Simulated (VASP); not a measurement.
Here is a VASP 6.6.1 calculation.

The input INCAR:

```
SYSTEM = CdF2
PREC = Accurate ; ENCUT = 700
EDIFF = 1E-6 ; ISMEAR = -1
SIGMA = 0.05 ; LREAL = .False.
LASPH = .True. ; NELM = 120
ALGO = Normal ; ISIF = 2
LWAVE = .False. ; LCHARG = .False.
GGA = PE ; NBANDS = 24
GGA_COMPAT = .False.
```

The input KPOINTS:

```
Automatic mesh
0
Gamma
  9 9 9
  0 0 0
```

File POSCAR:

```
CdF2
1.0
    0.0000000000      2.6625642177      2.6625642177
    2.6625642177      0.0000000000      2.6625642177
    2.6625642177      2.6625642177      0.0000000000
Cd F
1 2
Direct
    0.0000000000      0.0000000000      0.0000000000
    0.7500000000      0.7500000000      0.7500000000
    0.2500000000      0.2500000000      0.2500000000
```

Potentials or basis: VASP PAW PBE potentials, release 64 (Cd_sv_GW, F).

Run with:

```console
$ cat potpaw_PBE.64/Cd_sv_GW/POTCAR potpaw_PBE.64/F/POTCAR > POTCAR
$ mpirun -np 1 vasp_std > vasp.out
```

(1) Predict the pressure.

(2) What does it give for the band gap on the k mesh?

## Answers

(1) 9.6 GPa.

(2) 3.25 eV (least direct gap 3.67 eV).

Caveat: the cell stands under pressure; an odd mesh through Γ misses points on the zone boundary, where band edges can lie.
